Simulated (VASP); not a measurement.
A run of VASP 6.6.1 is set up as follows.

INCAR

```
  PREC = Accurate
  ENCUT = 520
  EDIFF = 1E-6
  ISMEAR = -1
  SIGMA = 0.03
  LREAL = F
  LASPH = T
  NELM = 60
  ALGO = Normal
  ISIF = 2
  LWAVE = F
  LCHARG = F
  GGA = PE
  NBANDS = 21
```

Contents of KPOINTS:

```
regular mesh
0
Gamma
  9 9 9
```

File POSCAR:

```
Sn
1.0
    0.0649120000      3.2780560000      3.2780560000
    3.2780560000      0.0649120000      3.2780560000
    3.2780560000      3.2780560000      0.0649120000
Sn
2
Direct
    0.5000000000      0.5000000000      0.5000000000
    0.7500000000      0.7500000000      0.7500000000
```

Potentials or basis: VASP PAW PBE potentials, release 64 (Sn_d).

Run with:

```bash
$ cat potpaw_PBE.64/Sn_d/POTCAR > POTCAR
$ mpirun -np 1 vasp_std > vasp.out
```

(1) Estimate the band gap on the k mesh.

(2) What does it give for the pressure?

Answers

(1) zero (bands 14 and 15 overlap by 0.15 eV).

(2) 3.2 GPa.

Caveat: the cell differs from its parent crystal (equal xy, yz and zx shear strains of +2 %); the cell stands under pressure; spin-orbit coupling is left out, which moves the levels of the heavy elements.
